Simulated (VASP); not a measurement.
Set up this calculation in VASP 6.6.1, as the native input.

```
Task                   : single point
Functional             : PBE
Potentials or basis    : VASP PAW PBE potentials, release 64 (In_d, P)
Cutoff                 : 520 eV
k mesh                 : 20 × 20 × 20
Occupations            : gaussian, width 0.15 eV
Spin                   : no spin polarisation
Dipole correction      : no
Further INCAR settings : ALGO = Normal; EDIFF = 1e-07; NBANDS = 16
```

The structure of InP lies in POSCAR:

```
InP
1.0
    0.0000000000      2.8421348756      2.8421348756
    2.8421348756      0.0000000000      2.8421348756
    2.8421348756      2.8421348756      0.0000000000
In P
1 1
Direct
    0.0000000000      0.0000000000      0.0000000000
    0.5000000000      0.5000000000      0.5000000000
```

One way to write it, as run:

INCAR

```
SYSTEM = InP
  PREC = Accurate
  ENCUT = 520
  EDIFF = 1E-7
  ISMEAR = 0
  SIGMA = 0.15
  LREAL = .False.
  LASPH = .True.
  NELM = 60
  ALGO = Normal
  ISIF = 2
  LWAVE = .False.
  LCHARG = .False.
  GGA = PE
  NBANDS = 16
```

KPOINTS

```
Automatic mesh
0
Gamma
  20 20 20
  0 0 0
```

Potentials or basis: VASP PAW PBE potentials, release 64 (In_d, P).

Launch:

```console
$ cat potpaw_PBE.64/In_d/POTCAR potpaw_PBE.64/P/POTCAR > POTCAR
$ mpirun -np 1 vasp_std > vasp.out
```

Results of the run:

* Pressure: -4.7 GPa
* Band gap on the k mesh: zero (bands 9 and 10 overlap by 2.37 eV)

Caveat: the cell stands under tension; spin-orbit coupling is left out, which moves the levels of the heavy elements.

Wall time 74 s on 1 thread of Intel(R) Xeon(R) 6975P-C (Granite Rapids) (shared host), peak memory 0.31 GiB.
